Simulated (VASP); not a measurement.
Input of a VASP 6.6.1 run:

INCAR

```
  ALGO = Normal
  EDIFF = 1E-7
  EDIFFG = -0.002
  ENCUT = 600
  GGA = PS
  IBRION = 2
  ISIF = 3
  ISMEAR = -1
  LASPH = True
  LCHARG = False
  LREAL = False
  LWAVE = False
  NELM = 80
  NSW = 100
  PREC = Accurate
  PSTRESS = 70.0
  SIGMA = 0.1
```

KPOINTS

```
k-points
0
Gamma
  20 20 12
```

Contents of POSCAR:

```
Ru
1.0
    2.6917162925      0.0000000000      0.0000000000
   -1.3458581462      2.3310946891      0.0000000000
    0.0000000000      0.0000000000      4.2477627804
Ru
2
Direct
    0.3333333333      0.6666666667      0.2500000000
    0.6666666667      0.3333333333      0.7500000000
```

Potentials or basis: VASP PAW PBE potentials, release 64 (Ru_pv).

Launch:

```bash
$ cat potpaw_PBE.64/Ru_pv/POTCAR > POTCAR
$ mpirun -np 1 vasp_std > vasp.out
```

(1) Predict the relaxed cell.

(2) Predict the relaxed volume.

(3) Predict the band gap on the k mesh.

Results:

(1) a = 2.674 Å, b = 2.674 Å, c = 4.223 Å, α = 90.00°, β = 90.00°, γ = 120.00°.

(2) 13.07 Å³/atom.

(3) zero (bands 14 and 15 overlap by 3.45 eV).

Caveat: the cell is relaxed towards a set pressure, so the run minimises the enthalpy, not the energy; the PAW data sets were made with another functional, which shifts forces and pressure a little.
